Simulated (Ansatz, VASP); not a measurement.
One calculation of SiO2, two programs

```
Si O
1.0
     5.06052    0.00000    0.00000
    -2.53026    4.38254    0.00000
     0.00000    0.00000    5.54135
Si O
3 6
Direct
  0.00000 0.50000 0.33333
  0.50000 0.50000 0.66667
  0.50000 0.00000 0.00000
  0.58279 0.79139 0.83333
  0.79139 0.58279 0.50000
  0.79139 0.20861 0.16667
  0.41721 0.20861 0.83333
  0.20861 0.41721 0.50000
  0.20861 0.79139 0.16667
```

Alike in both runs: task single point; functional PBEsol; k mesh 6 × 6 × 4; occupations gaussian, width 0.02 eV; no spin polarisation.

```csv
,VASP,Ansatz
version,VASP 6.6.1,Ansatz 0.2.0
potentials or method,"VASP PAW PBE potentials, release 64 (Si, O), cutoff 520 eV","scalar-relativistic, plane waves, PAW"
valence electrons in the cell,48,48
```

Ansatz gave:

| Quantity | Value |
| --- | --- |
| gap on the k mesh at the Fermi level (eV) | 5.63 |
| least direct gap on the mesh (eV) | 5.82 |
| pressure (GPa) | 2.4 |
| traceless stress, the component that is largest in VASP (GPa) | -0.08 |
| rms of the force components (eV/Å) | 0.076 |

Task: Which values does VASP return?

Result: gap on the k mesh at the Fermi level (eV): 5.63; least direct gap on the mesh (eV): 5.82; pressure (GPa): 3.0; traceless stress, the component that is largest in VASP (GPa): -0.04; rms of the force components (eV/Å): 0.079.

VASP's potentials were made for PBE, not for PBEsol. Atom by atom the forces differ by 0.003 eV/Å (rms over components).
